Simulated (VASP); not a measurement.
ZnSn2N2: single point with PBE

ZnSn2N2:

```
CELL_PARAMETERS angstrom
2.21426 1.27840 5.68962
-2.21426 1.27840 5.68962
0.00000 -2.55681 5.68962
ATOMIC_POSITIONS crystal
Zn 0.00000 0.00000 0.00000
Sn 0.76559 0.76559 0.76559
Sn 0.23441 0.23441 0.23441
N 0.89061 0.89061 0.89061
N 0.10939 0.10939 0.10939
```

```
Program             : VASP 6.6.1
Task                : single point
Functional          : PBE
Potentials or basis : VASP PAW PBE potentials, release 64 (Zn, Sn_d, N)
Cutoff              : 520 eV
k mesh              : 6 × 6 × 6
Occupations         : gaussian, width 0.1 eV
Spin                : no spin polarisation
```

- Pressure: 0.2 GPa
- Largest force: 0.095 eV/Å
- Band gap on the k mesh: 0.54 eV, indirect (least direct gap 0.66 eV)

Forces in eV/Å, atoms in the order of the input:
```
Zn   0.000  0.000  0.000
Sn   0.000  0.000 -0.008
Sn   0.000  0.000  0.008
N    0.000  0.000 -0.095
N    0.000  0.000  0.095
```

Stress tensor (GPa, compression positive):
```
-0.04  0.00  0.00
 0.00 -0.04  0.00
 0.00  0.00  0.79
```

Levels at points of the mesh, in eV from the valence-band top:
```csv
k point,band 23,band 24,band 25,band 26,band 27,band 28
"(0.00, 0.00, 0.00)",-2.15,-2.15,-0.89,2.77,2.77,3.52
"(0.50, 0.00, 0.00)",-2.66,-1.40,-0.42,1.86,2.45,2.98
"(0.50, 0.50, 0.00)",-1.64,-1.20,0.00,0.94,2.01,3.62
"(0.50, 0.50, 0.50)",-1.39,-1.39,-0.80,0.54,2.31,2.31
```

Run time: 100 s on 1 thread of Intel(R) Xeon(R) 6975P-C (Granite Rapids), on a shared host, peak memory 0.37 GiB.

Caveat: spin-orbit coupling is left out, which moves the levels of the heavy elements. A k mesh can miss the band edges.
